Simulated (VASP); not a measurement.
# InP (I-4m2) in VASP: further runs

The runs below take InP through single point, with r2SCAN.

Everything below comes from runs of VASP 6.6.1. Logs are shortened: lines on timing, memory, paths and dates and some standing lists are left out, and cuts for length are marked.

**1. The cell of the first run**

It takes space group I-4m2 (No. 119, tetragonal). Conventional cell: a = 4.144 Å, b = 4.144 Å, c = 5.949 Å, α = 90.00°, β = 90.00°, γ = 90.00°. In (site symmetry -4m2) has 4 P at 2.55 Å within 3.4 Å. P (site symmetry -4m2) has 4 In at 2.55 Å within 3.4 Å.

**2. Single point, r2SCAN (strain +0.000 along x and y, +0.015 along z)**

File POSCAR:

```
InP
1.0
    0.0000000000      2.9305000000      2.9744575000
    2.9305000000      0.0000000000      2.9744575000
    2.9305000000      2.9305000000      0.0000000000
In P
1 1
Direct
    0.0000000000      0.0000000000      0.0000000000
    0.7500000000      0.7500000000      0.7500000000
```

File INCAR.step1:

```
SYSTEM = InP
ALGO = Normal ; EDIFF = 1E-4
ENCUT = 520 ; GGA = PE
ISMEAR = 0 ; LASPH = .True.
LCHARG = .False. ; LREAL = .False.
LWAVE = .True. ; NBANDS = 16
NELM = 60 ; PREC = Accurate
SIGMA = 0.05
```

File INCAR.step2:

```
SYSTEM = InP
ALGO = Normal ; EDIFF = 1E-6
ENCUT = 520 ; ISIF = 2
ISMEAR = 0 ; ISTART = 1
LASPH = .True. ; LCHARG = .True.
LELF = .True. ; LMIXTAU = .True.
LREAL = .False. ; LVHAR = .True.
LWAVE = .False. ; METAGGA = R2SCAN
NBANDS = 16 ; NELM = 60
PREC = Accurate ; SIGMA = 0.05
```

File KPOINTS:

```
k-points
0
Gamma
  8 8 8
  0 0 0
```

Potentials or basis: VASP PAW PBE potentials, release 64 (In_d, P).

Run with:

```bash
cat potpaw_PBE.64/In_d/POTCAR potpaw_PBE.64/P/POTCAR > POTCAR
cp INCAR.step1 INCAR
mpirun -np 1 vasp_std > vasp.out
cp INCAR.step2 INCAR
mpirun -np 1 vasp_std > vasp.out
```

OUTCAR:

```text
SYSTEM = InP
   EDIFF = 1E-6
   ENCUT = 520
   ISIF = 2
   ISMEAR = 0
   ISTART = 1
   LASPH = .True.
   LREAL = .False.
   METAGGA = R2SCAN
   NELM = 60
   PREC = Accurate

 ion  position               nearest neighbor table
   1  0.000  0.000  0.000-   2 2.55   2 2.55   2 2.55   2 2.55
   2  0.750  0.750  0.750-   1 2.55   1 2.55   1 2.55   1 2.55

  LATTYP: Found a body centered tetragonal cell.
 ALAT       =     4.1443528445
 C/A-ratio  =     1.4354267658

  Lattice vectors:

 A1 = (  -2.9305000000,   0.0000000000,   2.9744575000)
 A2 = (   2.9305000000,   0.0000000000,   2.9744575000)
 A3 = (   0.0000000000,   2.9305000000,  -2.9744575000)

Analysis of symmetry for initial positions (statically):
=====================================================================
 Subroutine PRICEL returns:
 Original cell was already a primitive cell.

 Routine SETGRP: Setting up the symmetry group for a
 body centered tetragonal supercell.

 Subroutine GETGRP returns: Found  8 space group operations
 (whereof  8 operations were pure point group operations)
 out of a pool of 16 trial point group operations.

The static configuration has the point symmetry D_2d.

Analysis of symmetry for dynamics (positions and initial velocities):
=====================================================================
 Subroutine PRICEL returns:
 Original cell was already a primitive cell.

 Routine SETGRP: Setting up the symmetry group for a
 body centered tetragonal supercell.

 Subroutine GETGRP returns: Found  8 space group operations
 (whereof  8 operations were pure point group operations)
 out of a pool of 16 trial point group operations.

The dynamic configuration has the point symmetry D_2d.

 Subroutine INISYM returns: Found  8 space group operations
 (whereof  8 operations are pure point group operations),
 and found     1 'primitive' translations

----------------------------------------------------------------------------------------

                                     Primitive cell

  volume of cell :      51.0883

  direct lattice vectors                    reciprocal lattice vectors
     0.000000000  2.930500000  2.974457500    -0.170619348  0.170619348  0.168097880
     2.930500000  0.000000000  2.974457500     0.170619348 -0.170619348  0.168097880
     2.930500000  2.930500000  0.000000000     0.170619348  0.170619348 -0.168097880

  length of vectors
     4.175551181  4.175551181  4.144352845     0.294072816  0.294072816  0.294072816

  position of ions in fractional coordinates (direct lattice)
     0.000000000  0.000000000  0.000000000
     0.750000000  0.750000000  0.750000000

  ion indices of the primitive-cell ions
   primitive index   ion index
                 1           1
                 2           2

----------------------------------------------------------------------------------------

 KPOINTS: k-points

Automatic generation of k-mesh.
 Grid dimensions read from file:
 generate k-points for:    8    8    8

 Generating k-lattice:

  Cartesian coordinates                     Fractional coordinates (reciprocal lattice)
    -0.021327419  0.021327419  0.021012235     0.125000000  0.000000000  0.000000000
     0.021327419 -0.021327419  0.021012235     0.000000000  0.125000000  0.000000000
     0.021327419  0.021327419 -0.021012235     0.000000000  0.000000000  0.125000000

  Length of vectors
     0.036759102  0.036759102  0.036759102

  Shift w.r.t. Gamma in fractional coordinates (k-lattice)
     0.000000000  0.000000000  0.000000000

 Subroutine IBZKPT returns following result:
 ===========================================

 Found     59 irreducible k-points:

 Following reciprocal coordinates:
            Coordinates               Weight
  0.000000  0.000000  0.000000      1.000000
  0.125000 -0.000000  0.000000      8.000000
  0.250000 -0.000000  0.000000      8.000000
  0.375000 -0.000000  0.000000      8.000000
  0.500000 -0.000000  0.000000      4.000000
  0.125000  0.125000  0.000000      2.000000
[... 16 lines left out ...]
  0.250000 -0.000000  0.125000     16.000000
  0.375000 -0.000000  0.125000     16.000000
 [... further k-points ...]
   k-points           NKPTS =     59   k-points in BZ     NKDIM =     59   number of bands    NBANDS=     16
   number of dos      NEDOS =    301   number of ions     NIONS =      2
   total plane-waves  NPLWV =  32768
   dimension x,y,z NGX =    32 NGY =   32 NGZ =   32
   dimension x,y,z NGXF=    64 NGYF=   64 NGZF=   64
   ions per type =               1   1
   NGX,Y,Z   is equivalent  to a cutoff of  12.74, 12.74, 12.84 a.u.
   NGXF,Y,Z  is equivalent  to a cutoff of  25.48, 25.48, 25.67 a.u.
 SYSTEM =  InP
   PREC   = accura    normal or accurate (medium, high low for compatibility)
   ISTART =      1    job   : 0-new  1-cont  2-samecut
   ICHARG =      0    charge: 1-file 2-atom 10-const
   ISPIN  =      1    spin polarized calculation?
   LNONCOLLINEAR =      F non collinear calculations
   LSORBIT =      F    spin-orbit coupling
   LASPH  =      T    aspherical Exc in radial PAW
   ENCUT  =  520.0 eV  38.22 Ry    6.18 a.u.   7.76  7.76  7.71*2*pi/ulx,y,z
   NELM   =     60;   NELMIN=  2; NELMDL=  0     # of ELM steps
   EDIFF  = 0.1E-05   stopping-criterion for ELM
   LREAL  =      F    real-space projection
   EDIFFG = 0.1E-04   stopping-criterion for IOM
   NSW    =      0    number of steps for IOM
   IBRION =     -1    ionic relax: 0-MD 1-quasi-New 2-CG
   NFREE  =      0    steps in history (QN), initial steepest desc. (CG)
   ISIF   =      2    stress and relaxation
   ISYM   =      2    0-nonsym 1-usesym 2-fastsym
   POTIM  = 0.5000    time-step for ionic-motion
   TEBEG  =    0.0;   TEEND  =   0.0 temperature during run
   PSTRESS=    0.0 pullay stress
   NELECT =      18.0000    total number of electrons
   NUPDOWN=      -1.0000    fix difference up-down
   EMIN   =  10.00;   EMAX   =-10.00  energy-range for DOS
   EFERMI =   0.00;   METHOD = LEGACY
   ISMEAR =     0;   SIGMA  =   0.05  broadening in eV -4-tet -1-fermi 0-gaus
   EFERMI_NEDOS =   21; number of points for ismear=-14 and -15
   IALGO  =     38    algorithm
   IMIX   =      4    mixing-type and parameters
     AMIX     =   0.40;   BMIX     =  1.00
     AMIX_MAG =   1.60;   BMIX_MAG =  1.00
  volume/ion in A,a.u.               =      25.54       172.38
  Fermi-wavevector in a.u.,A,eV,Ry     =   1.156268  2.185030 18.190394  1.336956
  Thomas-Fermi vector in A             =   2.292890
   LORBIT       =      0    0 simple, 1 ext, 2 COOP (PROOUT), +10 PAW based schemes
   METAGGA = R2SCAN    functional components
   LHFCALC =     F    Hartree Fock is set to
   AEXX    =    0.0000 exact exchange contribution
   IVDW    =     0    specifies the selected vdW correction
   LEPSILON=     F    determine dielectric tensor
   LRPA    =     F    only Hartree local field effects (RPA)
 non-spin polarized calculation
 Gauss-broadening in eV      SIGMA  =   0.05
  energy-cutoff  :      520.00
  volume of cell :       51.09
 maximum number of plane-waves:      1391
   NGX = 15   NGY = 15   NGZ = 15

 number of electron      18.0000007 magnetization

 Free energy of the ion-electron system (eV)
  ---------------------------------------------------
  ext. energy  EPLUGINS =         0.00000000
  ---------------------------------------------------
  free energy    TOTEN  =       -32.29563157 eV

  energy without entropy =      -32.29563157  energy(sigma->0) =      -32.29563157

 E-fermi :   5.1470     XC(G=0):  -9.8121

 val. band max:        4.8741352644   @ k =   0.0000   0.0000   0.0000
 cond. band min:       5.9301606669   @ k =   0.0000   0.0000   0.0000
 fundamental gap:      1.0560254025
 Fermi energy:         5.1469927541

 k-point     1 :       0.0000    0.0000    0.0000
  band No.  band energies     occupation
      1      -9.7826      2.00000
      2      -9.7760      2.00000
      3      -9.7760      2.00000
      4      -9.6082      2.00000
      5      -9.6059      2.00000
      6      -7.0462      2.00000
[... 8 lines left out ...]
     15      14.6277      0.00000
     16      14.8661      0.00000

 k-point     2 :       0.1250   -0.0000    0.0000
  band No.  band energies     occupation
      1      -9.7989      2.00000
      2      -9.7724      2.00000
      3      -9.7684      2.00000
      4      -9.6083      2.00000
      5      -9.6055      2.00000
      6      -6.8621      2.00000
[... 8 lines left out ...]
     15      14.1894      0.00000
     16      14.7014      0.00000

 k-point     3 :       0.2500   -0.0000    0.0000
  band No.  band energies     occupation
      1      -9.8451      2.00000
      2      -9.7558      2.00000
      3      -9.7518      2.00000
      4      -9.6066      2.00000
      5      -9.6023      2.00000
      6      -6.3503      2.00000
[... 8 lines left out ...]
     15      13.9148      0.00000
     16      14.4737      0.00000

 k-point     4 :       0.3750   -0.0000    0.0000
  band No.  band energies     occupation
      1      -9.8882      2.00000
      2      -9.7426      2.00000
      3      -9.7386      2.00000
      4      -9.6012      2.00000
      5      -9.5953      2.00000
      6      -5.6720      2.00000
[... 8 lines left out ...]
     15      14.8441      0.00000
     16      14.9009      0.00000

 k-point     5 :       0.5000   -0.0000    0.0000
  band No.  band energies     occupation
      1      -9.9052      2.00000
      2      -9.7383      2.00000
      3      -9.7343      2.00000
      4      -9.5978      2.00000
      5      -9.5912      2.00000
      6      -5.2905      2.00000
[... 8 lines left out ...]
     15      15.9987      0.00000
     16      16.0975      0.00000

 k-point     6 :       0.1250    0.1250    0.0000
  band No.  band energies     occupation
      1      -9.8168      2.00000
      2      -9.7611      2.00000
      3      -9.7611      2.00000
      4      -9.6113      2.00000
      5      -9.6033      2.00000
      6      -6.8057      2.00000
[... 8 lines left out ...]
     15      15.0113      0.00000
     16      15.0829      0.00000

 k-point     7 :       0.2500    0.1250    0.0000
  band No.  band energies     occupation
      1      -9.8529      2.00000
      2      -9.7481      2.00000
      3      -9.7437      2.00000
      4      -9.6148      2.00000
      5      -9.5987      2.00000
      6      -6.4065      2.00000
[... 8 lines left out ...]
     15      14.8511      0.00000
     16      15.7889      0.00000

 k-point     8 :       0.3750    0.1250    0.0000
  band No.  band energies     occupation
      1      -9.8894      2.00000
      2      -9.7381      2.00000
      3      -9.7290      2.00000
      4      -9.6109      2.00000
      5      -9.5948      2.00000
      6      -5.7700      2.00000
[... 8 lines left out ...]
     15      15.3512      0.00000
     16      15.4270      0.00000

 k-point     9 :       0.5000    0.1250    0.0000
  band No.  band energies     occupation
      1      -9.9097      2.00000
      2      -9.7334      2.00000
      3      -9.7239      2.00000
      4      -9.6013      2.00000
      5      -9.5956      2.00000
      6      -5.2269      2.00000
[... 8 lines left out ...]
     15      16.0133      0.00000
     16      16.0398      0.00000
[... 172 lines left out ...]
 k-point    19 :       0.5000    0.3750    0.0000
  band No.  band energies     occupation
      1      -9.9601      2.00000
      2      -9.6843      2.00000
      3      -9.6781      2.00000
      4      -9.6443      2.00000
      5      -9.5794      2.00000
      6      -4.7958      2.00000
[... 8 lines left out ...]
     15      16.3312      0.00000
     16      17.4336      0.00000

 k-point    20 :      -0.3750    0.3750    0.0000
  band No.  band energies     occupation
      1      -9.9465      2.00000
      2      -9.7008      2.00000
      3      -9.6848      2.00000
      4      -9.6301      2.00000
      5      -9.5893      2.00000
      6      -4.6612      2.00000
[... 8 lines left out ...]
     15      15.2793      0.00000
     16      18.3274      0.00000

 k-point    21 :       0.5000    0.5000    0.0000
  band No.  band energies     occupation
      1      -9.9737      2.00000
      2      -9.6702      2.00000
      3      -9.6701      2.00000
      4      -9.6535      2.00000
      5      -9.5744      2.00000
      6      -4.6656      2.00000
[... 8 lines left out ...]
     15      16.2180      0.00000
     16      17.2459      0.00000

 k-point    22 :       0.1250    0.0000    0.1250
  band No.  band energies     occupation
      1      -9.8115      2.00000
      2      -9.7668      2.00000
      3      -9.7612      2.00000
      4      -9.6140      2.00000
      5      -9.6010      2.00000
      6      -6.7992      2.00000
[... 8 lines left out ...]
     15      14.8226      0.00000
     16      15.1510      0.00000

 k-point    23 :       0.2500   -0.0000    0.1250
  band No.  band energies     occupation
      1      -9.8501      2.00000
      2      -9.7503      2.00000
      3      -9.7453      2.00000
      4      -9.6184      2.00000
      5      -9.5957      2.00000
      6      -6.3947      2.00000
[... 8 lines left out ...]
     15      14.7482      0.00000
     16      15.7706      0.00000

 k-point    24 :       0.3750   -0.0000    0.1250
  band No.  band energies     occupation
      1      -9.8888      2.00000
      2      -9.7373      2.00000
      3      -9.7312      2.00000
      4      -9.6157      2.00000
      5      -9.5904      2.00000
      6      -5.7564      2.00000
[... 8 lines left out ...]
     15      15.3338      0.00000
     16      15.4978      0.00000

 [... further k-points ...]
[... 5 lines left out ...]
  --------------------------------------------------------------------------------------
  -------------------------------------------------------------------------------------
  Total        0.2269931      0.2269931      0.0079452      0.0000000      0.0000000     -0.0000000
  in kB        7.1187203      7.1187203      0.2491697      0.0000000      0.0000000     -0.0000000
  external PRESSURE =       4.8288701 kB  Pullay stress =       0.0000000 kB

 VOLUME and BASIS-vectors are now :
 -----------------------------------------------------------------------------
  energy-cutoff  :      520.00
  volume of cell :       51.09
      direct lattice vectors                 reciprocal lattice vectors
     0.000000000  2.930500000  2.974457500    -0.170619348  0.170619348  0.168097880
     2.930500000  0.000000000  2.974457500     0.170619348 -0.170619348  0.168097880
     2.930500000  2.930500000  0.000000000     0.170619348  0.170619348 -0.168097880

 POSITION                                       TOTAL-FORCE (eV/Angst)
 -----------------------------------------------------------------------------------
      0.00000      0.00000      0.00000        -0.000000     -0.000000     -0.000000
      4.39575      4.39575      4.46169         0.000000      0.000000      0.000000
 -----------------------------------------------------------------------------------
    total drift:                                0.000004      0.000004     -0.000001

  FREE ENERGIE OF THE ION-ELECTRON SYSTEM (eV)
  ---------------------------------------------------
  free  energy   TOTEN  =       -32.2956315684 eV

  energy  without entropy=      -32.2956315684  energy(sigma->0) =      -32.29563157
```

Run time: 47 s. Hardware: 1 thread of Intel Xeon 6975P-C (Granite Rapids), shared host; peak memory 0.21 GiB.

Results:

* Free energy: -32.2956 eV
* Pressure: 0.5 GPa
* Band gap on the k mesh: 1.06 eV, direct

Levels at points of the mesh, in eV from the valence-band top:
```
           k point  band 5  band 6  band 7  band 8  band 9  band 10  band 11  band 12  band 13  band 14
(0.00, 0.00, 0.00)  -14.48  -11.92   -0.07    0.00    0.00     1.06     4.41     4.41     4.44     9.02
(0.50, 0.00, 0.00)  -14.47  -10.16   -5.82   -1.06   -0.96     1.80     5.09     5.19     7.49     9.99
(0.50, 0.50, 0.00)  -14.45   -9.54   -5.90   -2.33   -2.33     2.06     2.62     9.66    10.20    10.20
(0.50, 0.00, 0.50)  -14.44   -9.49   -5.80   -2.42   -2.41     1.98     2.48     9.81    10.13    10.21
```

Caveat: the cell differs from its parent crystal (strain +0.000 along x and y, +0.015 along z); the PAW data sets were made with another functional, which shifts forces and pressure a little; spin-orbit coupling is left out, which moves the levels of the heavy elements.

**3. Single point, r2SCAN (strain +0.015 along x and y, -0.015 along z)**

File POSCAR:

```
InP
1.0
    0.0000000000      2.9744575000      2.8865425000
    2.9744575000      0.0000000000      2.8865425000
    2.9744575000      2.9744575000      0.0000000000
In P
1 1
Direct
    0.0000000000      0.0000000000      0.0000000000
    0.7500000000      0.7500000000      0.7500000000
```

File INCAR.step1:

```
SYSTEM = InP
PREC = Accurate ; ENCUT = 520
ISMEAR = 0 ; SIGMA = 0.05
LREAL = .False. ; LASPH = .True.
NELM = 80 ; NBANDS = 16
GGA = PE ; ALGO = Normal
EDIFF = 1E-4 ; LWAVE = .True.
LCHARG = .False.
```

File INCAR.step2:

```
SYSTEM = InP
PREC = Accurate ; ENCUT = 520
EDIFF = 1E-6 ; ISMEAR = 0
SIGMA = 0.05 ; LREAL = .False.
LASPH = .True. ; NELM = 80
ALGO = Normal ; ISIF = 2
LWAVE = .False. ; LCHARG = .True.
METAGGA = R2SCAN ; LMIXTAU = .True.
LELF = .True. ; LVHAR = .True.
NBANDS = 16 ; ISTART = 1
```

File KPOINTS:

```
regular mesh
0
Gamma
  8 8 8
  0 0 0
```

Potentials or basis: VASP PAW PBE potentials, release 64 (In_d, P).

Run with:

```bash
cat potpaw_PBE.64/In_d/POTCAR potpaw_PBE.64/P/POTCAR > POTCAR
cp INCAR.step1 INCAR
mpirun -np 1 vasp_std > vasp.out
cp INCAR.step2 INCAR
mpirun -np 1 vasp_std > vasp.out
```

It took 47 s on 1 thread of Intel Xeon 6975P-C (Granite Rapids), shared host; peak memory 0.21 GiB.

It converged, with:

```
Free energy            : -32.2926 eV
Pressure               : 0.5 GPa
Band gap on the k mesh : 0.99 eV, direct
```

Stress tensor (GPa, compression positive):
```
0.06 0.00 0.00
0.00 0.06 0.00
0.00 0.00 1.32
```

Levels at points of the mesh, in eV from the valence-band top:
```tsv
k point	band 6	band 7	band 8	band 9	band 10	band 11	band 12	band 13
(0.00, 0.00, 0.00)	-11.99	-0.14	-0.14	0.00	0.99	4.32	4.37	4.37
(0.50, 0.00, 0.00)	-10.23	-5.89	-1.18	-0.98	1.72	4.96	5.19	7.43
(0.50, 0.50, 0.00)	-9.50	-5.78	-2.56	-2.56	1.83	2.27	9.89	10.10
(0.50, 0.00, 0.50)	-9.61	-5.97	-2.40	-2.38	2.00	2.55	9.58	10.00
```

Caveat: the cell differs from its parent crystal (strain +0.015 along x and y, -0.015 along z); the PAW data sets were made with another functional, which shifts forces and pressure a little; spin-orbit coupling is left out, which moves the levels of the heavy elements.
